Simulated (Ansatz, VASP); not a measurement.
One calculation of SiC, two programs

```
CELL_PARAMETERS angstrom
0.00000 2.10878 2.10878
2.10878 0.00000 2.10878
2.10878 2.10878 0.00000
ATOMIC_POSITIONS crystal
Si 0.00000 0.00000 0.00000
C 0.75000 0.75000 0.75000
```

Change from the starting cell: strain -0.030 along x and y, -0.030 along z, atoms carried along.

Alike in both runs: task single point; functional r2SCAN; k mesh 12 × 12 × 12; occupations gaussian, width 0.05 eV; no spin polarisation.

|  | VASP | Ansatz |
| --- | --- | --- |
| version | VASP 6.6.1 | Ansatz 0.2.0 |
| potentials or method | VASP PAW PBE potentials, release 64 (Si, C), cutoff 520 eV | scalar-relativistic, plane waves, PAW |
| valence electrons in the cell | 8 | 8 |

|  | VASP | Ansatz | Ansatz less VASP |
| --- | --- | --- | --- |
| gap on the k mesh at the Fermi level (eV) | 1.66 | 1.64 | -0.014 |
| least direct gap on the mesh (eV) | 5.18 | 5.16 | -0.015 |
| pressure (GPa) | 26.3 | 26.6 | +0.28 |

VASP's potentials were made for PBE, not for r2SCAN. With one functional, cell and mesh, what is left measures potentials, basis and numerics.
